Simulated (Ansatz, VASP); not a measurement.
# One calculation of Zn, two programs

The input INCAR:

```
SYSTEM = Zn
PREC     = Accurate       ! precision mode
ENCUT    = 520            ! plane-wave cutoff, eV
EDIFF    = 1E-6           ! SCF threshold, eV
ISMEAR   = -1             ! smearing method
SIGMA    = 0.1            ! smearing width, eV
LREAL    = .False.        ! projectors in reciprocal space
LASPH    = .True.         ! aspherical terms in the spheres
NELM     = 60             ! most SCF steps
ALGO     = Normal         ! electronic algorithm
ISIF     = 2              ! what is computed and relaxed
LWAVE    = .False.        ! write WAVECAR
LCHARG   = .True.         ! write CHGCAR
LELF     = .True.         ! ELF
LVHAR    = .True.       
NBANDS   = 19             ! bands
```

File KPOINTS:

```
regular mesh
0
Gamma
  17 17 9
  0 0 0
```

POSCAR

```
Zn
1.0
   -1.9073169702      1.5963266044      1.2802770046
    1.5963266044     -1.9073169702      1.2802770046
    3.2340680636      3.2340680636     -1.8498564291
Zn
2
Direct
    0.9505988317      0.0494011683      1.0000000000
    0.7994011683      0.2005988317      0.5000000000
```

Input for Ansatz:

```yaml
crystal:
  lattice:
    - [-1.9073169702, 1.5963266044, 1.2802770046]
    - [1.5963266044, -1.9073169702, 1.2802770046]
    - [3.2340680636, 3.2340680636, -1.8498564291]
  atoms:
    - { symbol: Zn, position: [0.9505988317, 0.0494011683, 1.0] }
    - { symbol: Zn, position: [0.7994011683, 0.2005988317, 0.5] }
hamiltonian:
  xc: lda
  pseudopotentials:
    kind: paw
    azcp:
      Zn: "pseudopotentials/Zn.paw.azcp"
basis:
  ecutwfc: 420
  fft_grid_basis: typed
kpoints:
  mp_grid: { grid: [17, 17, 9], shift: [0, 0, 0] }
magnetization:
  spin_polarized: false
scf:
  occupations: { method: fermi_dirac, width: 0.1 }
  lower_state_search: "off"
output:
  stress: true
```

Alike in both runs: task single point; functional LDA; k mesh 17 × 17 × 9; occupations fermi-dirac, width 0.1 eV; no spin polarisation.

|  | VASP | Ansatz |
| --- | --- | --- |
| version | VASP 6.6.1 | Ansatz 0.2.0 |
| potentials or method | VASP PAW LDA potentials, release 64 (Zn), cutoff 520 eV | plane waves (420 eV) with PAW, scalar-relativistic |
| valence electrons in the cell | 24 | 24 |

VASP gave:

```
pressure (GPa)                                                : 0.7
traceless stress, the component that is largest in VASP (GPa) : 1.39
```

Problem. Estimate Ansatz's values.

Solution. Pressure (GPa): 0.0; traceless stress, the component that is largest in VASP (GPa): 1.28.

Ansatz warns that its potentials were made for another functional, while VASP's fit it. LDA's correlation is that of Perdew and Zunger in VASP and of Perdew and Wang (1992) in Ansatz.
